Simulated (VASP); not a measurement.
BeTe:

```
Te Be
1.0
     0.00000    2.75141    2.75141
     2.75141    0.00000    2.75141
     2.75141    2.75141    0.00000
Te Be
1 1
Direct
  0.75000 0.75000 0.75000
  0.00000 0.00000 0.00000
```

Base run:

| Quantity | Value |
| --- | --- |
| Program | VASP 6.6.1 |
| Functional | PBE0 |
| Potentials or basis | VASP PAW PBE potentials, release 64 (Te, Be) |
| Cutoff | 520 eV |
| k mesh | 6 × 6 × 6 |
| Occupations | fermi-dirac, width 0.05 eV |
| Spin | no spin polarisation |

Its results: band gap on the k mesh 3.12 eV (least direct gap 5.09 eV); pressure 4.7 GPa.

**Question.** The run is repeated on the same cell with these changes: functional from PBE0 to HSE06. What comes out?

**Answer.** Band gap on the k mesh 2.45 eV (least direct gap 4.40 eV); pressure 4.7 GPa.

Caveats: the cell stands under pressure; the PAW data sets were made with another functional, which shifts forces and pressure a little; spin-orbit coupling is left out, which moves the levels of the heavy elements.

A k mesh can miss the band edges.
